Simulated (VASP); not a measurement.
Write the native input for VASP 6.6.1 that does the following.

- Task: single point
- Functional: PBE
- Potentials or basis: VASP PAW PBE potentials, release 64 (Ir, Bi_d)
- Cutoff: 520 eV
- k mesh: 10 × 10 × 10
- Occupations: gaussian, width 0.05 eV
- Spin: no spin polarisation
- Dipole correction: no
- Further INCAR settings: ALGO = Fast; EDIFF = 1e-06; NBANDS = 19

The structure of BiIr lies in POSCAR:

```
BiIr
1.0
   -0.0281287220      2.8128721990      2.8128721990
    2.7847434770      0.0000000000      2.7847434770
    2.8128721990      2.8128721990     -0.0281287220
Ir Bi
1 1
Direct
    0.5000000000      0.5000000000      0.5000000000
    0.0000000000      0.0000000000      0.0000000000
```

The input as run:

INCAR

```
SYSTEM = BiIr
PREC = Accurate
ENCUT = 520
EDIFF = 1E-6
ISMEAR = 0
SIGMA = 0.05
LREAL = .FALSE.
LASPH = .TRUE.
NELM = 60
ALGO = Fast
ISIF = 2
LWAVE = .FALSE.
LCHARG = .TRUE.
GGA = PE
LELF = .TRUE.
LVHAR = .TRUE.
NBANDS = 19
```

KPOINTS

```
Automatic mesh
0
G
  10 10 10
  0 0 0
```

Potentials or basis: VASP PAW PBE potentials, release 64 (Ir, Bi_d).

Run with:

```bash
$ cat potpaw_PBE.64/Ir/POTCAR potpaw_PBE.64/Bi_d/POTCAR > POTCAR
$ mpirun -np 1 vasp_std > vasp.out
```

It gave:

| Property | Result |
| --- | --- |
| Pressure | 0.1 GPa |
| Band gap on the k mesh | zero (band 12 reaches 9.88 eV, above the bottom of band 13 at 7.30 eV) |

Caveat: spin-orbit coupling is left out, which moves the levels of the heavy elements.

Wall time 71 s on 1 thread of AMD EPYC 9R45 96-Core Processor (Zen 5), on a shared host, peak memory 0.25 GiB.
